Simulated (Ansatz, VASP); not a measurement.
## One calculation of Zr7Ge, two programs

```
CELL_PARAMETERS angstrom
-3.52167 3.52167 3.52167
3.52167 -3.52167 3.52167
3.52167 3.52167 -3.52167
ATOMIC_POSITIONS crystal
Zr 0.00000 0.50000 0.50000
Zr 0.50000 0.50000 0.00000
Zr 0.50000 0.00000 0.50000
Zr 0.00000 0.00000 0.50000
Zr 0.00000 0.50000 0.00000
Zr 0.50000 0.00000 0.00000
Zr 0.50000 0.50000 0.50000
Ge 0.00000 0.00000 0.00000
```

Change from the starting cell: species swapped into the Fe7Co type (Im-3m, No. 229).

Alike in both runs: functional PBE; k mesh 4 × 4 × 4; occupations gaussian, width 0.2 eV; no spin polarisation.

Ansatz relaxed the structure, and its values are those at the end. VASP's run is a single point on that final structure, the one shown.

|  | VASP | Ansatz |
| --- | --- | --- |
| version | VASP 6.6.1 | Ansatz 0.2.0 |
| potentials or method | VASP PAW PBE potentials, release 64 (Zr_sv, Ge_d), cutoff 500 eV | scalar-relativistic, plane waves, PAW |
| valence electrons in the cell | 98 | 98 |

VASP gave:

| Item | Value |
| --- | --- |
| gap on the k mesh at the Fermi level (eV) | none |
| pressure (GPa) | 0.2 |

**Question.** Estimate Ansatz's values.

**Answer.** gap on the k mesh at the Fermi level (eV): none; pressure (GPa): 0.1.

A gap of «none» marks a metal or a gap that the smearing closes. With one functional, cell and mesh, what is left measures potentials, basis and numerics.
